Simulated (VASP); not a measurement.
# KF (zincblende type) (F-43m) in VASP: further runs, part 2 of 2

VASP 6.6.1. Earlier steps stand in the parts before.

## (3) Electric field gradients, PBE (26.85 Å³/atom)

This run uses another cell than the first one, of 26.85 Å³/atom.

Contents of INCAR:

```
SYSTEM = KF
ALGO = Normal ; EDIFF = 1E-8
ENCUT = 520 ; GGA = PE
GGA_COMPAT = .FALSE. ; ISIF = 2
ISMEAR = -1 ; LASPH = .TRUE.
LCHARG = .FALSE. ; LEFG = .TRUE.
LREAL = .FALSE. ; LWAVE = .FALSE.
NBANDS = 15 ; NELM = 120
PREC = Accurate ; SIGMA = 0.05
```

Contents of KPOINTS:

```
k-points
0
G
  11 11 11
  0 0 0
```

Contents of POSCAR:

```
KF
1.0
    0.0000000000      2.9945032571      2.9945032571
    2.9945032571      0.0000000000      2.9945032571
    2.9945032571      2.9945032571      0.0000000000
K F
1 1
Direct
    0.0000000000      0.0000000000      0.0000000000
    0.2500000000      0.2500000000      0.2500000000
```

Potentials or basis: VASP PAW PBE potentials, release 64 (K_sv, F).

Run with:

```sh
> cat potpaw_PBE.64/K_sv/POTCAR potpaw_PBE.64/F/POTCAR > POTCAR
> mpirun -np 1 vasp_std > vasp.out
```

OUTCAR:

```text
SYSTEM = KF
   EDIFF = 1E-8
   ENCUT = 520
   GGA = PE
   ISIF = 2
   ISMEAR = -1
   LASPH = .TRUE.
   LREAL = .FALSE.
   NELM = 120
   PREC = Accurate

 ion  position               nearest neighbor table
   1  0.000  0.000  0.000-   2 2.59   2 2.59   2 2.59   2 2.59
   2  0.250  0.250  0.250-   1 2.59   1 2.59   1 2.59   1 2.59

  LATTYP: Found a face centered cubic cell.
 ALAT       =     5.9890065142

  Lattice vectors:

 A1 = (   0.0000000000,   2.9945032571,   2.9945032571)
 A2 = (   2.9945032571,   0.0000000000,   2.9945032571)
 A3 = (   2.9945032571,   2.9945032571,   0.0000000000)

Analysis of symmetry for initial positions (statically):
=====================================================================
 Subroutine PRICEL returns:
 Original cell was already a primitive cell.

 Routine SETGRP: Setting up the symmetry group for a
 face centered cubic supercell.

 Subroutine GETGRP returns: Found 24 space group operations
 (whereof 24 operations were pure point group operations)
 out of a pool of 48 trial point group operations.

The static configuration has the point symmetry T_d .

Analysis of symmetry for dynamics (positions and initial velocities):
=====================================================================
 Subroutine PRICEL returns:
 Original cell was already a primitive cell.

 Routine SETGRP: Setting up the symmetry group for a
 face centered cubic supercell.

 Subroutine GETGRP returns: Found 24 space group operations
 (whereof 24 operations were pure point group operations)
 out of a pool of 48 trial point group operations.

The dynamic configuration has the point symmetry T_d .

[... 574 lines left out ...]
      7      -3.8772      2.00000
      8      -3.8723      2.00000
      9       2.6805      0.00000
     10       6.4531      0.00000
     11       6.9100      0.00000
     12       7.3076      0.00000
     13       8.5118      0.00000
     14       8.7714      0.00000
     15      10.5237      0.00000

 [... further k-points ...]

------------------------ aborting loop because EDIFF is reached ----------------------------------------

  FORCE on cell =-STRESS in cart. coord.  units (eV):
  Direction    XX          YY          ZZ          XY          YZ          ZX
  --------------------------------------------------------------------------------------
  -------------------------------------------------------------------------------------
  Total       -0.1207969     -0.1207969     -0.1207969      0.0000000      0.0000000      0.0000000
  in kB       -3.6038105     -3.6038105     -3.6038105      0.0000000      0.0000000      0.0000000
  external PRESSURE =      -3.6038105 kB  Pullay stress =       0.0000000 kB

 VOLUME and BASIS-vectors are now :
 -----------------------------------------------------------------------------
  energy-cutoff  :      520.00
  volume of cell :       53.70
      direct lattice vectors                 reciprocal lattice vectors
     0.000000000  2.994503257  2.994503257    -0.166972602  0.166972602  0.166972602
     2.994503257  0.000000000  2.994503257     0.166972602 -0.166972602  0.166972602
     2.994503257  2.994503257  0.000000000     0.166972602  0.166972602 -0.166972602

 POSITION                                       TOTAL-FORCE (eV/Angst)
 -----------------------------------------------------------------------------------
      0.00000      0.00000      0.00000        -0.000000     -0.000000     -0.000000
      1.49725      1.49725      1.49725         0.000000      0.000000      0.000000
 -----------------------------------------------------------------------------------
    total drift:                               -0.000000     -0.000000     -0.000000

  FREE ENERGIE OF THE ION-ELECTRON SYSTEM (eV)
  ---------------------------------------------------
  free  energy   TOTEN  =        -8.1291404432 eV

  energy  without entropy=       -8.1291404432  energy(sigma->0) =       -8.12914044

 Electric field gradients (V/A^2)
---------------------------------------------------------------------
 ion       V_xx      V_yy      V_zz      V_xy      V_xz      V_yz
---------------------------------------------------------------------
   1       0.000     0.000    -0.000     0.000     0.000     0.000
   2       0.000    -0.000     0.000     0.004     0.004     0.004
---------------------------------------------------------------------

 Electric field gradients after diagonalization (V/A^2)
 (convention: |V_zz| > |V_xx| > |V_yy|)
----------------------------------------------------------------------
 ion       V_xx      V_yy      V_zz     asymmetry (V_yy - V_xx)/ V_zz
----------------------------------------------------------------------
   1      -0.000    -0.000     0.001       0.000
   2      -0.004    -0.004     0.008       0.000
----------------------------------------------------------------------

           NMR quadrupolar parameters

 Cq : quadrupolar parameter    Cq=e*Q*V_zz/h
 eta: asymmetry parameters     (V_yy - V_xx)/ V_zz
 Q  : nuclear electric quadrupole moment in mb (millibarn)
----------------------------------------------------------------------
 ion       Cq(MHz)       eta       Q (mb)
----------------------------------------------------------------------
   1       0.000       0.000       1.000
   2       0.000       0.000       1.000
----------------------------------------------------------------------
```

stdout:

```text
POSCAR found type information on POSCAR K F
 POSCAR found :  2 types and       2 ions
 scaLAPACK will be used
 LDA part: xc-table for (Slater+PW92), standard interpolation
 POSCAR, INCAR and KPOINTS ok, starting setup
 FFT: planning ... GRIDC
 FFT: planning ... GRID_SOFT
 FFT: planning ... GRID
 WAVECAR not read
 entering main loop
ion   1

ion   2
```

Wall time 42 s (1 thread of Intel Xeon Platinum 8488C (Sapphire Rapids), shared host); peak memory 0.2 GiB.

What came out:

```
Free energy                             : -8.1291 eV
Pressure                                : -0.4 GPa
Band gap on the k mesh                  : 5.00 eV (least direct gap 5.16 eV)
Largest electric field gradient by atom : zero within the noise of the run
```

Levels at points of the mesh, in eV from the valence-band top:
| k point | band 4 | band 5 | band 6 | band 7 | band 8 | band 9 | band 10 | band 11 | band 12 | band 13 |
| --- | --- | --- | --- | --- | --- | --- | --- | --- | --- | --- |
| (0.00, 0.00, 0.00) | -9.78 | -9.78 | -0.16 | -0.16 | -0.16 | 5.00 | 11.53 | 11.53 | 11.61 | 11.61 |

Caveat: an odd mesh through Γ misses points on the zone boundary, where band edges can lie.

## (4) Electric field gradients, PBE (27.38 Å³/atom)

This run uses another cell than the first one, of 27.38 Å³/atom.

Contents of INCAR:

```
SYSTEM = KF
ALGO = Normal ; EDIFF = 1E-8
ENCUT = 520 ; GGA = PE
GGA_COMPAT = .False. ; ISIF = 2
ISMEAR = -1 ; LASPH = .True.
LCHARG = .False. ; LEFG = .True.
LREAL = .False. ; LWAVE = .False.
NBANDS = 15 ; NELM = 120
PREC = Accurate ; SIGMA = 0.05
```

Contents of KPOINTS:

```
k-points
0
Gamma
  11 11 11
  0 0 0
```

Contents of POSCAR:

```
KF
1.0
    0.0000000000      3.0139486283      3.0139486283
    3.0139486283      0.0000000000      3.0139486283
    3.0139486283      3.0139486283      0.0000000000
K F
1 1
Direct
    0.0000000000      0.0000000000      0.0000000000
    0.2500000000      0.2500000000      0.2500000000
```

Potentials or basis: VASP PAW PBE potentials, release 64 (K_sv, F).

Run with:

```sh
> cat potpaw_PBE.64/K_sv/POTCAR potpaw_PBE.64/F/POTCAR > POTCAR
> mpirun -np 1 vasp_std > vasp.out
```

OUTCAR:

```text
SYSTEM = KF
   EDIFF = 1E-8
   ENCUT = 520
   GGA = PE
   ISIF = 2
   ISMEAR = -1
   LASPH = .True.
   LREAL = .False.
   NELM = 120
   PREC = Accurate

 ion  position               nearest neighbor table
   1  0.000  0.000  0.000-   2 2.61   2 2.61   2 2.61   2 2.61
   2  0.250  0.250  0.250-   1 2.61   1 2.61   1 2.61   1 2.61

  LATTYP: Found a face centered cubic cell.
 ALAT       =     6.0278972566

  Lattice vectors:

 A1 = (   0.0000000000,   3.0139486283,   3.0139486283)
 A2 = (   3.0139486283,   0.0000000000,   3.0139486283)
[... 643 lines left out ...]
  ---------------------------------------------------
  free  energy   TOTEN  =        -8.1264546453 eV

  energy  without entropy=       -8.1264546453  energy(sigma->0) =       -8.12645465

 Electric field gradients (V/A^2)
---------------------------------------------------------------------
 ion       V_xx      V_yy      V_zz      V_xy      V_xz      V_yz
---------------------------------------------------------------------
   1      -0.000    -0.000     0.000     0.000     0.000     0.000
   2      -0.000    -0.000    -0.000     0.005     0.005     0.005
---------------------------------------------------------------------

 Electric field gradients after diagonalization (V/A^2)
 (convention: |V_zz| > |V_xx| > |V_yy|)
----------------------------------------------------------------------
 ion       V_xx      V_yy      V_zz     asymmetry (V_yy - V_xx)/ V_zz
----------------------------------------------------------------------
   1      -0.000    -0.000     0.001       0.000
   2      -0.005    -0.005     0.011       0.000
----------------------------------------------------------------------

           NMR quadrupolar parameters

 Cq : quadrupolar parameter    Cq=e*Q*V_zz/h
 eta: asymmetry parameters     (V_yy - V_xx)/ V_zz
 Q  : nuclear electric quadrupole moment in mb (millibarn)
----------------------------------------------------------------------
 ion       Cq(MHz)       eta       Q (mb)
----------------------------------------------------------------------
   1       0.000       0.000       1.000
   2       0.000       0.000       1.000
----------------------------------------------------------------------
```

stdout:

```text
POSCAR found type information on POSCAR K F
 POSCAR found :  2 types and       2 ions
 scaLAPACK will be used
 LDA part: xc-table for (Slater+PW92), standard interpolation
 POSCAR, INCAR and KPOINTS ok, starting setup
 FFT: planning ... GRIDC
 FFT: planning ... GRID_SOFT
 FFT: planning ... GRID
 WAVECAR not read
 entering main loop
ion   1

ion   2
```

Run time: 37 s. Hardware: 1 thread of Intel Xeon Platinum 8488C (Sapphire Rapids), shared host; peak memory 0.2 GiB.

Results:

* Free energy: -8.1265 eV
* Pressure: -0.7 GPa
* Band gap on the k mesh: 4.95 eV (least direct gap 5.10 eV)
* Largest electric field gradient by atom: zero within the noise of the run

Caveat: an odd mesh through Γ misses points on the zone boundary, where band edges can lie.

## (5) Single point, PBE

Contents of POSCAR:

```
KF
1.0
    0.0000000000      2.9748020074      2.9748020074
    2.9748020074      0.0000000000      2.9748020074
    2.9748020074      2.9748020074      0.0000000000
K F
1 1
Direct
    0.0000000000      0.0000000000      0.0000000000
    0.2500000000      0.2500000000      0.2500000000
```

Contents of INCAR.step1:

```
PREC = Accurate
ENCUT = 520
EDIFF = 1E-6
ISMEAR = -1
SIGMA = 0.05
LREAL = F
LASPH = T
NELM = 120
ALGO = Normal
ISIF = 2
LWAVE = F
LCHARG = T
GGA = PE
NBANDS = 15
GGA_COMPAT = F
NEDOS = 2001
LORBIT = 11
```

Contents of KPOINTS.step1:

```
regular mesh
0
Gamma
  11 11 11
```

Contents of INCAR.step2:

```
PREC = Accurate
ENCUT = 520
EDIFF = 1E-6
ISMEAR = -5
SIGMA = 0.05
LREAL = F
LASPH = T
NELM = 120
ALGO = Normal
ISIF = 2
LWAVE = F
LCHARG = F
GGA = PE
LORBIT = 10
NBANDS = 15
NEDOS = 2001
ICHARG = 11
GGA_COMPAT = F
```

Contents of KPOINTS.step2:

```
regular mesh
0
Gamma
  17 17 17
```

Run with:

```sh
> cat potpaw_PBE.64/K_sv/POTCAR potpaw_PBE.64/F/POTCAR > POTCAR
> cp INCAR.step1 INCAR
> cp KPOINTS.step1 KPOINTS
> mpirun -np 1 vasp_std > vasp.out
> cp INCAR.step2 INCAR
> cp KPOINTS.step2 KPOINTS
> mpirun -np 1 vasp_std > vasp.out
```

Wall time 83 s (1 thread of Intel Xeon Platinum 8488C (Sapphire Rapids), shared host); peak memory 0.25 GiB.

Results (log left out):

```
Valence electrons inside the program's atomic spheres : K 7.58; F 6.08
```

Levels at points of the mesh, in eV from the valence-band top:
```tsv
k point	band 4	band 5	band 6	band 7	band 8	band 9	band 10	band 11	band 12	band 13
(0.00, 0.00, 0.00)	-9.72	-9.72	-0.18	-0.18	-0.18	5.05	11.60	11.60	11.70	11.70
```

## (6) Overview

| task | cell | k mesh for the DOS | occupations for the DOS | gap on the mesh (eV) | pressure (GPa) |
| --- | --- | --- | --- | --- | --- |
| electric field gradients | a = 4.207 Å, angles 60.0°, 2 atoms | - | - | 5.06 | 0.0 |
| electric field gradients | a = 4.235 Å, angles 60.0°, 2 atoms | - | - | 5.00 | -0.4 |
| electric field gradients | a = 4.262 Å, angles 60.0°, 2 atoms | - | - | 4.95 | -0.7 |
| single point | a = 4.207 Å, angles 60.0°, 2 atoms | 17 × 17 × 17 | tetrahedron | - | - |

Alike in all rows: level PBE; potentials or basis VASP PAW PBE potentials, release 64 (K_sv, F); no spin polarisation; k mesh 11 × 11 × 11; cutoff (eV) 520; smearing fermi-dirac 0.05 eV.

Caveats: an odd mesh through Γ misses points on the zone boundary, where band edges can lie (at least some runs).

Absolute energies hang on the potentials; compare differences alone.
